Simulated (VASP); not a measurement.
# LiBe16 (a cell with a defect) in VASP: single point with PBE

Aim: the single point of LiBe16 (a cell with a defect) with PBE.

Everything below comes from runs of VASP 6.6.1. Logs are shortened: lines on timing, memory, paths and dates and some standing lists are left out, and cuts for length are marked.

### Step 1. The cell of the first run

The cell holds a defect, 17 atoms: a = 4.580 Å, b = 3.966 Å, c = 7.177 Å, α = 90.00°, β = 90.00°, γ = 90.00°.

### Step 2. Single point, PBE

File INCAR:

```
PREC = Accurate
ENCUT = 520
EDIFF = 1E-7
ISMEAR = 0
SIGMA = 0.05
LREAL = Auto
LASPH = T
NELM = 80
ALGO = Normal
ISIF = 2
LWAVE = F
LCHARG = F
GGA = PE
NBANDS = 32
```

File KPOINTS:

```
regular mesh
0
Gamma
  5 5 3
```

File POSCAR:

```
LiBe16
1.0
   -2.2900000000     -3.9663960000      0.0000000000
    3.4350000000     -1.9831980000      0.0000000000
    0.0000000000      0.0000000000      7.1768600000
Be Li
16 1
Direct
    0.7521770642      0.4826275042      0.0127600371
    0.4655879781      0.2617256099      0.2289534699
    0.7903012957      0.4763589424      0.5413357652
    0.5048117285      0.3519027244      0.7580210566
    0.4941936757     -0.0192420619     -0.0224293075
    0.2086894909      0.8561595151      0.1945963834
    0.5329173053      0.0709550594      0.5060338365
    0.2469036998      0.8503165859      0.7231145654
    0.2441545171      0.4785661846     -0.0012093032
   -0.0106189580      0.3934418009      0.2731553911
    0.2222781030      0.4226098561      0.5328083591
   -0.0038160220      0.3424967423      0.7706738044
    0.0029121336     -0.0095505718     -0.0348645508
    0.7766485981      0.9107537961      0.2030070254
    0.0094870963     -0.0607072924      0.4626749024
    0.7547493239      0.8545804809      0.7367800124
    0.4997638127      0.6658320614      0.3676737459
```

Potentials or basis: VASP PAW PBE potentials, release 64 (Be, Li_sv).

On the command line:

```console
cat potpaw_PBE.64/Be/POTCAR potpaw_PBE.64/Li_sv/POTCAR > POTCAR
mpirun -np 1 vasp_std > vasp.out
```

OUTCAR:

```text
PREC = Accurate
   ENCUT = 520
   EDIFF = 1E-7
   ISMEAR = 0
   LREAL = Auto
   LASPH = T
   NELM = 80
   ISIF = 2
   GGA = PE

 ion  position               nearest neighbor table
   1  0.752  0.483  0.013-  12 2.14  14 2.18  10 2.19   4 2.21   2 2.21   9 2.26  13 2.29   5 2.32
                             5 2.33   9 2.33  13 2.34
   2  0.466  0.262  0.229-  17 1.89  14 2.00   6 2.01   9 2.12   5 2.12   7 2.15   1 2.21  10 2.27

   3  0.790  0.476  0.541-  12 1.97  17 1.97  11 1.99   7 2.01  16 2.06   4 2.09  10 2.15  15 2.17

   4  0.505  0.352  0.758-  11 2.09   3 2.09   7 2.13   5 2.16   9 2.16   1 2.21  12 2.25  16 2.29
                            16 2.30   8 2.32   8 2.33  12 2.33
   5  0.494  0.981  0.978-  14 2.09   6 2.09   2 2.12   4 2.16  16 2.16   8 2.21  13 2.25   9 2.29
                             9 2.30   1 2.32   1 2.33  13 2.33
   6  0.209  0.856  0.195-  13 1.97  17 1.97  14 1.99   2 2.01   9 2.06   5 2.09  15 2.15  10 2.17

   7  0.533  0.071  0.506-  17 1.90  11 2.00   3 2.01  16 2.12   4 2.13   2 2.15   8 2.22  15 2.27

   8  0.247  0.850  0.723-  13 2.14  11 2.18  15 2.19   5 2.21   7 2.22  16 2.26  12 2.29   4 2.32
                             4 2.33  16 2.33  12 2.34
   9  0.244  0.479  0.999-   6 2.06  12 2.06   2 2.12   4 2.16  13 2.24   1 2.26   5 2.29   5 2.30
                            10 2.31  13 2.32   1 2.33
  10  0.989  0.393  0.273-  11 2.15   3 2.15   6 2.17   1 2.19  14 2.21  15 2.26   2 2.27   9 2.31
                            14 2.33
  11  0.222  0.423  0.533-  17 1.99   3 1.99   7 2.00  12 2.02   4 2.09  10 2.15   8 2.18  15 2.21
                            15 2.32
  12  0.996  0.342  0.771-   3 1.97  13 1.97  11 2.02   9 2.06   1 2.14  16 2.24   4 2.25   8 2.29
                            16 2.33   4 2.33   8 2.34
  13  0.003  0.990  0.965-   6 1.97  12 1.97  14 2.02  16 2.07   8 2.14   9 2.24   5 2.25   1 2.29
                             9 2.32   5 2.33   1 2.34
  14  0.777  0.911  0.203-  17 1.99   6 1.99   2 2.00  13 2.02   5 2.09  15 2.15   1 2.18  10 2.21
                            10 2.33
  15  0.009  0.939  0.463-  14 2.15   6 2.15   3 2.17   8 2.19  11 2.21  10 2.26   7 2.27  16 2.31
                            11 2.32
  16  0.755  0.855  0.737-   3 2.06  13 2.07   7 2.12   5 2.16  12 2.24   8 2.26   4 2.29   4 2.30
                            15 2.31  12 2.33   8 2.33
  17  0.500  0.666  0.368-   2 1.89   7 1.90   3 1.97   6 1.97  14 1.99  11 1.99

  LATTYP: Found a simple orthorhombic cell.
 ALAT       =     3.9663962620
 B/A-ratio  =     1.1547004875
 C/A-ratio  =     1.8094157835

  Lattice vectors:

 A1 = (  -3.4350000000,   1.9831980000,   0.0000000000)
 A2 = (  -2.2900000000,  -3.9663960000,   0.0000000000)
 A3 = (   0.0000000000,   0.0000000000,   7.1768600000)

Analysis of symmetry for initial positions (statically):
=====================================================================
 Subroutine PRICEL returns:
 Original cell was already a primitive cell.

 Routine SETGRP: Setting up the symmetry group for a
 simple orthorhombic supercell.

 Subroutine GETGRP returns: Found  1 space group operations
 (whereof  1 operations were pure point group operations)
 out of a pool of  8 trial point group operations.

The static configuration has the point symmetry C_1 .

Analysis of symmetry for dynamics (positions and initial velocities):
=====================================================================
 Subroutine PRICEL returns:
 Original cell was already a primitive cell.

 Routine SETGRP: Setting up the symmetry group for a
 simple orthorhombic supercell.

 Subroutine GETGRP returns: Found  1 space group operations
 (whereof  1 operations were pure point group operations)
 out of a pool of  8 trial point group operations.

The dynamic configuration has the point symmetry C_1 .

 Subroutine INISYM returns: Found  1 space group operations
 (whereof  1 operations are pure point group operations),
 and found     1 'primitive' translations

----------------------------------------------------------------------------------------

                                     Primitive cell

  volume of cell :     130.3755

  direct lattice vectors                    reciprocal lattice vectors
    -2.290000000 -3.966396000  0.000000000    -0.109170306 -0.189088533  0.000000000
     3.435000000 -1.983198000  0.000000000     0.218340611 -0.126059022  0.000000000
     0.000000000  0.000000000  7.176860000     0.000000000  0.000000000  0.139336702

  length of vectors
     4.579999697  3.966396262  7.176860000     0.218340626  0.252118027  0.139336702

  position of ions in fractional coordinates (direct lattice)
[... 50 lines left out ...]
     0.043668122 -0.025211804  0.000000000     0.000000000  0.200000000  0.000000000
     0.000000000  0.000000000  0.046445567     0.000000000  0.000000000  0.333333333

  Length of vectors
     0.043668125  0.050423605  0.046445567

  Shift w.r.t. Gamma in fractional coordinates (k-lattice)
     0.000000000  0.000000000  0.000000000

 Subroutine IBZKPT returns following result:
 ===========================================

 Found     38 irreducible k-points:

 Following reciprocal coordinates:
            Coordinates               Weight
  0.000000  0.000000  0.000000      1.000000
  0.200000  0.000000  0.000000      2.000000
  0.400000  0.000000  0.000000      2.000000
  0.000000  0.200000  0.000000      2.000000
  0.200000  0.200000  0.000000      2.000000
 -0.200000  0.200000  0.000000      2.000000
[... 16 lines left out ...]
  0.200000 -0.200000 -0.333333      2.000000
 -0.200000 -0.200000  0.333333      2.000000
 [... further k-points ...]
   k-points           NKPTS =     38   k-points in BZ     NKDIM =     38   number of bands    NBANDS=     32
   number of dos      NEDOS =    301   number of ions     NIONS =     17
   total plane-waves  NPLWV =  58320
   dimension x,y,z NGX =    36 NGY =   30 NGZ =   54
   dimension x,y,z NGXF=    72 NGYF=   60 NGZF=  108
   ions per type =              16   1
   NGX,Y,Z   is equivalent  to a cutoff of  13.07, 12.57, 12.51 a.u.
   NGXF,Y,Z  is equivalent  to a cutoff of  26.13, 25.15, 25.02 a.u.
 SYSTEM =  unknown system
   PREC   = accura    normal or accurate (medium, high low for compatibility)
   ISTART =      0    job   : 0-new  1-cont  2-samecut
   ICHARG =      2    charge: 1-file 2-atom 10-const
   ISPIN  =      1    spin polarized calculation?
   LNONCOLLINEAR =      F non collinear calculations
   LSORBIT =      F    spin-orbit coupling
   LASPH  =      T    aspherical Exc in radial PAW
   ENCUT  =  520.0 eV  38.22 Ry    6.18 a.u.   8.52  7.37 13.34*2*pi/ulx,y,z
   NELM   =     80;   NELMIN=  2; NELMDL= -5     # of ELM steps
   EDIFF  = 0.1E-06   stopping-criterion for ELM
   LREAL  =      T    real-space projection
   EDIFFG = 0.1E-05   stopping-criterion for IOM
   NSW    =      0    number of steps for IOM
   IBRION =     -1    ionic relax: 0-MD 1-quasi-New 2-CG
   NFREE  =      0    steps in history (QN), initial steepest desc. (CG)
   ISIF   =      2    stress and relaxation
   ISYM   =      2    0-nonsym 1-usesym 2-fastsym
   POTIM  = 0.5000    time-step for ionic-motion
   TEBEG  =    0.0;   TEEND  =   0.0 temperature during run
   PSTRESS=    0.0 pullay stress
   NELECT =      35.0000    total number of electrons
   NUPDOWN=      -1.0000    fix difference up-down
   EMIN   =  10.00;   EMAX   =-10.00  energy-range for DOS
   EFERMI =   0.00;   METHOD = LEGACY
   ISMEAR =     0;   SIGMA  =   0.05  broadening in eV -4-tet -1-fermi 0-gaus
   EFERMI_NEDOS =   21; number of points for ismear=-14 and -15
   IALGO  =     38    algorithm
   IMIX   =      4    mixing-type and parameters
     AMIX     =   0.40;   BMIX     =  1.00
     AMIX_MAG =   1.60;   BMIX_MAG =  1.00
  volume/ion in A,a.u.               =       7.67        51.75
  Fermi-wavevector in a.u.,A,eV,Ry     =   1.056085  1.995711 15.174786  1.115315
  Thomas-Fermi vector in A             =   2.191307
   LORBIT       =      0    0 simple, 1 ext, 2 COOP (PROOUT), +10 PAW based schemes
   GGA     = PE    functional components
   LHFCALC =     F    Hartree Fock is set to
   AEXX    =    0.0000 exact exchange contribution
   IVDW    =     0    specifies the selected vdW correction
   LEPSILON=     F    determine dielectric tensor
   LRPA    =     F    only Hartree local field effects (RPA)
 non-spin polarized calculation
 Gauss-broadening in eV      SIGMA  =   0.05
  energy-cutoff  :      520.00
  volume of cell :      130.38
 maximum number of plane-waves:      3529
 NGX is ok and might be reduce to    36
   NGX = 17   NGY = 15   NGZ = 27

 number of electron      35.0000000 magnetization

 Free energy of the ion-electron system (eV)
  ---------------------------------------------------
  ext. energy  EPLUGINS =         0.00000000
  ---------------------------------------------------
  free energy    TOTEN  =       -56.69395165 eV

  energy without entropy =      -56.69153346  energy(sigma->0) =      -56.69274255

 E-fermi :   7.0950     XC(G=0): -10.6525

 val. band max:        7.0797706344   @ k =   0.2000   0.0000   0.3333
 cond. band min:       7.1033108285   @ k =  -0.4000   0.2000   0.0000
 fundamental gap:      0.0235401940
 Fermi energy:         7.0949569346

 k-point     1 :       0.0000    0.0000    0.0000
  band No.  band energies     occupation
      1     -39.1553      2.00000
      2      -4.0848      2.00000
      3      -2.1779      2.00000
      4      -1.7347      2.00000
      5       1.0002      2.00000
      6       1.1021      2.00000
[... 757 lines left out ...]
     28      11.8254      0.00000
     29      12.2655      0.00000

 [... further k-points ...]

 [bands above 29 left out]

------------------------ aborting loop because EDIFF is reached ----------------------------------------

  FORCE on cell =-STRESS in cart. coord.  units (eV):
  Direction    XX          YY          ZZ          XY          YZ          ZX
  --------------------------------------------------------------------------------------
  -------------------------------------------------------------------------------------
  Total        7.3927074      7.8200412     17.6373869      0.1196925     -1.9879635     -2.3247307
  in kB       90.8485663     96.1000468    216.7448571      1.4708946    -24.4299723    -28.5684855
  external PRESSURE =     134.5644901 kB  Pullay stress =       0.0000000 kB

 VOLUME and BASIS-vectors are now :
 -----------------------------------------------------------------------------
  energy-cutoff  :      520.00
  volume of cell :      130.38
      direct lattice vectors                 reciprocal lattice vectors
    -2.290000000 -3.966396000  0.000000000    -0.109170306 -0.189088533  0.000000000
     3.435000000 -1.983198000  0.000000000     0.218340611 -0.126059022  0.000000000
     0.000000000  0.000000000  7.176860000     0.000000000  0.000000000  0.139336702

 POSITION                                       TOTAL-FORCE (eV/Angst)
 -----------------------------------------------------------------------------------
     -0.06466     -3.94058      0.09158         0.088943      0.012165      0.054507
     -0.16717     -2.36576      1.64317         0.044012     -0.033294      0.057296
     -0.17350     -4.07936      3.88509         0.120162      0.051755     -0.106880
      0.05277     -2.70018      5.44021        -0.003630      0.010573      0.040292
      2.23720     -3.90520      7.01589         0.003750     -0.009935     -0.040071
      2.46301     -2.52568      1.39659        -0.123225     -0.047818      0.106743
[... 9 lines left out ...]
      1.20711     -4.68844      5.28777        -0.077055      0.041961     -0.047922
      1.14267     -3.30274      2.63874         0.001876     -0.005890      0.004635
 -----------------------------------------------------------------------------------
    total drift:                                0.001402     -0.001934     -0.000998

  FREE ENERGIE OF THE ION-ELECTRON SYSTEM (eV)
  ---------------------------------------------------
  free  energy   TOTEN  =       -56.6939516494 eV

  energy  without entropy=      -56.6915334586  energy(sigma->0) =      -56.69274255
```

Wall time 2.6 min (1 thread of Intel Xeon 6975P-C (Granite Rapids), shared host); peak memory 0.27 GiB.

Results:

```yaml
Free_energy: -56.6940 eV
Largest_force: 0.170 eV/Å
Band_gap_on_the_k_mesh: zero (an odd number of electrons rules out a gap without spin polarisation)
```

Forces on the atoms (eV/Å):
```
Be   0.089  0.012  0.055
Be   0.044 -0.033  0.057
Be   0.120  0.052 -0.107
Be  -0.004  0.011  0.040
Be   0.004 -0.010 -0.040
Be  -0.123 -0.048  0.107
Be  -0.045  0.035 -0.052
Be  -0.090 -0.010 -0.059
Be   0.077 -0.043  0.046
Be  -0.129  0.021 -0.003
Be   0.009 -0.128 -0.104
Be  -0.060  0.032  0.010
Be   0.062 -0.030 -0.009
Be  -0.008  0.127  0.099
Be   0.129 -0.023  0.004
Be  -0.077  0.042 -0.048
Li   0.002 -0.006  0.005
```

Caveat: the cutoff is under 1.25 times the usual one of these potentials, so pressure, stress and relaxed cells hold a basis-set (Pulay) error.
